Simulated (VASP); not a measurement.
Wanted: the native input for a VASP 6.6.1 run.

* Task: single point
* Functional: PBE
* Dispersion: D3(BJ)
* Potentials or basis: VASP PAW PBE potentials, release 64 (Al, N)
* Cutoff: 520 eV
* k mesh: 3 × 2 × 1
* Occupations: gaussian, width 0.05 eV
* Spin: no spin polarisation
* Dipole correction: yes
* Further INCAR settings: LREAL = Auto; ALGO = Normal; EDIFF = 1e-06; NBANDS = 126

The structure of AlN lies in POSCAR:

```
AlN
1.0
    6.2188310357      0.0000000000      0.0000000000
    0.0000000000      9.9575691260      0.0000000000
    0.0000000000      0.0000000000     26.2577766019
Al N
24 24
Direct
    0.5000000000      0.9992212451      0.3046716454
    0.5000000000      0.4992212451      0.3046716454
    0.0000000000      0.9992212451      0.3046716454
    0.0000000000      0.4992212451      0.3046716454
    0.7500000000      0.2492212451      0.3388562207
    0.7500000000      0.7492212451      0.3388562207
    0.2500000000      0.2492212451      0.3388562207
    0.2500000000      0.7492212451      0.3388562207
    0.7500000000      0.9992212451      0.4072253715
    0.7500000000      0.4992212451      0.4072253715
    0.2500000000      0.9992212451      0.4072253715
    0.2500000000      0.4992212451      0.4072253715
    0.0013697818      0.2476719960      0.4402992073
    0.0013815734      0.7511617449      0.4407394420
    0.4986367875      0.2476627448      0.4402949368
    0.4986306261      0.7511852186      0.4407395417
   -0.0000441363      1.0039041416      0.5122918883
   -0.0090811483      0.4990571556      0.5096453625
    0.5000465267      1.0039765352      0.5122924752
    0.5090965388      0.4990315321      0.5096479844
    0.2499953601      0.2508125285      0.5426333814
    0.2500046872      0.7495770607      0.5428470089
    0.7500158770      0.2373542038      0.5340255473
    0.7500228401      0.7406814868      0.5348358421
    0.5000000000      0.3082787549      0.3046716454
    0.5000000000      0.8082787549      0.3046716454
    0.0000000000      0.3082787549      0.3046716454
    0.0000000000      0.8082787549      0.3046716454
    0.7500000000      0.0582787549      0.3388562207
    0.7500000000      0.5582787549      0.3388562207
    0.2500000000      0.0582787549      0.3388562207
    0.2500000000      0.5582787549      0.3388562207
    0.7500000000      0.3082787549      0.4072253715
    0.7500000000      0.8082787549      0.4072253715
    0.2500000000      0.3082787549      0.4072253715
    0.2500000000      0.8082787549      0.4072253715
    0.0002004574      0.0575712752      0.4401969664
    0.0014379001      0.5598852769      0.4404504731
    0.4998021901      0.0575796241      0.4401933723
    0.4985652380      0.5598999035      0.4404581577
   -0.0010743353      0.3110883409      0.5089332263
    0.0027665146      0.8118334839      0.5105448328
    0.5010874344      0.3110714785      0.5089323708
    0.4972650030      0.8118560955      0.5105520112
    0.2499787128      0.0680798781      0.5399824060
    0.2500072324      0.5585178113      0.5404875416
    0.7500237164      0.0606770331      0.5419214045
    0.7499981213      0.5626988405      0.5413321647
```

The input as run:

INCAR

```
SYSTEM = AlN
PREC = Accurate
ENCUT = 520
EDIFF = 1E-6
ISMEAR = 0
SIGMA = 0.05
LREAL = Auto
LASPH = .TRUE.
NELM = 80
ALGO = Normal
ISIF = 2
LWAVE = .FALSE.
LCHARG = .FALSE.
LDIPOL = .TRUE.
IDIPOL = 3
DIPOL = 0.5 0.5 0.424
GGA = PE
IVDW = 12
NBANDS = 126
```

KPOINTS

```
regular mesh
0
G
  3 2 1
  0 0 0
```

Potentials or basis: VASP PAW PBE potentials, release 64 (Al, N).

Run with:

```console
$ cat potpaw_PBE.64/Al/POTCAR potpaw_PBE.64/N/POTCAR > POTCAR
$ mpirun -np 1 vasp_std > vasp.out
```

It gave:

```yaml
Largest_force: 2.923 eV/Å
Band_gap_on_the_k_mesh: 1.37 eV
Dispersion_energy_per_atom: -0.200 eV
```

Run time: 91 min on 1 thread of Oxide Virtual Turin-like Processor (shared host), peak memory 1.7 GiB.
